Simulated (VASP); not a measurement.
Crystal: MgGeSe2.

```
Mg Ge Se
1.0
     5.17397    0.00000    0.00000
     0.00000    5.17397    0.00000
     0.00000    0.00000    2.83914
Mg Ge Se
1 1 2
Direct
  0.50000 0.50000 0.50000
  0.00000 0.00000 0.00000
  0.50000 0.00000 0.00000
  0.00000 0.50000 0.00000
```

| Quantity | Value |
| --- | --- |
| Program | VASP 6.6.1 |
| Task | relaxation of cell and atoms |
| Functional | PBE |
| Potentials or basis | VASP PAW PBE potentials, release 64 (Mg, Ge_d, Se) |
| Cutoff | 600 eV |
| k mesh | 4 × 4 × 6 |
| Occupations | gaussian, width 0.1 eV |
| Spin | no spin polarisation |

At the start: pressure 9.7 GPa; volume 19.00 Å³/atom.

Problem. Where does the relaxation end?

Solution. Over 3 steps the energy falls by 106.0 meV/atom and the volume is 21.79 Å³/atom (+14.7 %); space group P4/mmm (No. 123, to 0.05 Å).

The path:
```
step  energy change (eV)  largest force (eV/Å)  pressure (GPa)  volume (Å³)
   1              0.0000                0.0000            9.70        76.00
   2             -0.4175                0.0000           -1.16        89.17
   3             -0.4238                0.0000           -0.02        87.16
```

Final structure:
```yaml
crystal:
  lattice:
    - [5.28907, 0.00000, 0.00000]
    - [0.00000, 5.28907, 0.00000]
    - [0.00000, 0.00000, 3.11565]
  atoms:
    - { symbol: Mg, position: [0.50000, 0.50000, 0.50000] }
    - { symbol: Ge, position: [0.00000, 0.00000, 0.00000] }
    - { symbol: Se, position: [0.50000, 0.00000, 0.00000] }
    - { symbol: Se, position: [0.00000, 0.50000, 0.00000] }
```

Caveat: the k points lie up to 0.34 Å⁻¹ apart in the final cell.
